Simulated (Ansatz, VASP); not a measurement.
Given: the input of a run of Ansatz 0.2.0 on C.

The input input.yaml:

```yaml
crystal:
  lattice:
    - [2.4706141248, 0.0, 0.0]
    - [-1.2353070624, 2.139614595, 0.0]
    - [0.0, 0.0, 8.0689487361]
  atoms:
    - { symbol: C, position: [0.6666666667, 0.3333333333, 0.84375] }
    - { symbol: C, position: [0.3333333333, 0.6666666667, 0.34375] }
    - { symbol: C, position: [0.6666666667, 0.3333333333, 0.65625] }
    - { symbol: C, position: [0.3333333333, 0.6666666667, 0.15625] }
    - { symbol: C, position: [0.0, 0.0, 0.90625] }
    - { symbol: C, position: [0.0, 0.0, 0.40625] }
    - { symbol: C, position: [0.0, 0.0, 0.59375] }
    - { symbol: C, position: [0.0, 0.0, 0.09375] }
kpoints:
  mp_grid: { grid: [12, 12, 4] }
scf:
  occupations: { method: fermi_dirac, width: 0.05 }
hamiltonian:
  xc: pbesol
  pseudopotentials: { kind: all_electron, lapw: { basis_error: 0.001 } }
output:
  forces: true
  stress: true
  eigenvalues: true
```

Potentials or basis: all-electron LAPW, scalar-relativistic.

Command:

```bash
$ ansatz run input.yaml --threads 4 --pin off --max-ram 12288MiB --backend cpu --events-out ev --progress --plain --runs-dir out
```

Q: Translate it to VASP 6.6.1. Potentials there: VASP PAW PBE potentials, release 64 (C).

A: As run (the cutoff follows the program's own potentials):

INCAR

```
SYSTEM = C
PREC = Accurate ; ENCUT = 520
EDIFF = 1E-6 ; ISMEAR = -1
SIGMA = 0.05 ; LREAL = .FALSE.
LASPH = .TRUE. ; NELM = 60
ALGO = Normal ; ISIF = 2
LWAVE = .FALSE. ; LCHARG = .FALSE.
GGA = PS ; NBANDS = 26
```

Contents of KPOINTS:

```
regular mesh
0
G
  12 12 4
  0 0 0
```

The input POSCAR:

```
C
1.0
    2.4706141248      0.0000000000      0.0000000000
   -1.2353070624      2.1396145950      0.0000000000
    0.0000000000      0.0000000000      8.0689487361
C
8
Direct
    0.6666666667      0.3333333333      0.8437500000
    0.3333333333      0.6666666667      0.3437500000
    0.6666666667      0.3333333333      0.6562500000
    0.3333333333      0.6666666667      0.1562500000
    0.0000000000      0.0000000000      0.9062500000
    0.0000000000      0.0000000000      0.4062500000
    0.0000000000      0.0000000000      0.5937500000
    0.0000000000      0.0000000000      0.0937500000
```

Potentials or basis: VASP PAW PBE potentials, release 64 (C).

The run is started by

```bash
$ cat potpaw_PBE.64/C/POTCAR > POTCAR
$ mpirun -np 1 vasp_std > vasp.out
```

Both were run:

|  | VASP | Ansatz | Ansatz less VASP |
| --- | --- | --- | --- |
| gap on the k mesh at the Fermi level (eV) | 4.42 | 4.42 | +0.006 |
| least direct gap on the mesh (eV) | 5.26 | 5.26 | +0.007 |
| pressure (GPa) | 27.2 | 25.9 | -1.31 |
| traceless stress, the component that is largest in VASP (GPa) | 9.77 | 9.76 | -0.017 |
| rms of the force components (eV/Å) | 0.212 | 0.211 | -0.0004 |

VASP's potentials were made for PBE, not for PBEsol. Atom by atom the forces differ by 0.000 eV/Å (rms over components). Ansatz ran all-electron here, and VASP with PAW potentials.
